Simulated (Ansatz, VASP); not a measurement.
One calculation of SrTiO3, two programs

```
Sr O Ti
1.0
     5.48709    0.00000    0.00000
     0.00000    5.48709    0.00000
     0.00000    0.00000   24.76078
Sr O Ti
6 18 6
Cartesian
  2.7435 0.0000 7.6886
  0.0000 2.7435 7.6886
  0.0000 2.7435 11.4674
  2.7435 0.0000 11.4674
  2.7435 0.0000 15.4500
  0.0000 2.7435 15.4500
  0.0000 0.0000 7.4813
  2.7435 2.7435 7.4813
  4.2304 4.0002 9.4318
  1.4869 4.2304 9.4318
  1.2567 1.4869 9.4318
  4.0002 1.2567 9.4318
  2.7435 2.7435 11.3970
  0.0000 0.0000 11.3970
  1.4901 1.2535 13.3449
  4.2336 1.4901 13.3449
  3.9970 4.2336 13.3449
  1.2535 3.9970 13.3449
  0.0000 0.0000 15.3044
  2.7435 2.7435 15.3044
  4.1233 4.1073 17.2289
  1.3798 4.1233 17.2289
  1.3638 1.3798 17.2289
  4.1073 1.3638 17.2289
  2.7435 2.7435 9.3817
  0.0000 0.0000 9.3817
  0.0000 0.0000 13.3155
  2.7435 2.7435 13.3155
  2.7435 2.7435 17.1370
  0.0000 0.0000 17.1370
```

Alike in both runs: functional PBEsol; k mesh 5 × 5 × 1; occupations gaussian, width 0.05 eV; no spin polarisation.

Ansatz relaxed the structure, and its values are those at the end. VASP's run is a single point on that final structure, the one shown.

|  | VASP | Ansatz |
| --- | --- | --- |
| version | VASP 6.6.1 | Ansatz 0.2.0 |
| potentials or method | VASP PAW PBE potentials, release 64 (Sr_sv, O, Ti_sv), cutoff 520 eV | scalar-relativistic, plane waves, PAW |
| valence electrons in the cell | 240 | 240 |

Ansatz gave:

* gap on the k mesh at the Fermi level (eV): 0.73
* least direct gap on the mesh (eV): 0.73
* rms of the force components (eV/Å): 0.004

Task: Which values does VASP return?

Result: gap on the k mesh at the Fermi level (eV): 0.69; least direct gap on the mesh (eV): 0.69; rms of the force components (eV/Å): 0.027.

VASP's potentials were made for PBE, not for PBEsol. Ansatz's warnings: xc potential rough in thin density.
